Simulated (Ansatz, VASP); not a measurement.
**Ba in VASP and in Ansatz**

```
Ba
1.0
     2.01010   -3.75287    0.00000
     2.01010    3.75287    0.00000
     0.00000    0.00000    5.39180
Ba
1
Direct
  0.00000 0.00000 0.00000
```

Alike in both runs: task single point; functional PBEsol; k mesh 16 × 16 × 10; occupations gaussian, width 0.15 eV; no spin polarisation.

```csv
,VASP,Ansatz
version,VASP 6.6.1,Ansatz 0.2.0
potentials or method,"VASP PAW PBE potentials, release 64 (Ba_sv), cutoff 520 eV","scalar-relativistic, plane waves, PAW"
valence electrons in the cell,10,10
```

|  | VASP | Ansatz | Ansatz less VASP |
| --- | --- | --- | --- |
| gap on the k mesh at the Fermi level (eV) | none | none | - |
| pressure (GPa) | -0.4 | -0.4 | -0.03 |
| traceless stress, the component that is largest in VASP (GPa) | -1.95 | -1.92 | +0.036 |

VASP's potentials were made for PBE, not for PBEsol. A gap of «none» marks a metal or a gap that the smearing closes.

Neither program's run includes spin-orbit coupling.
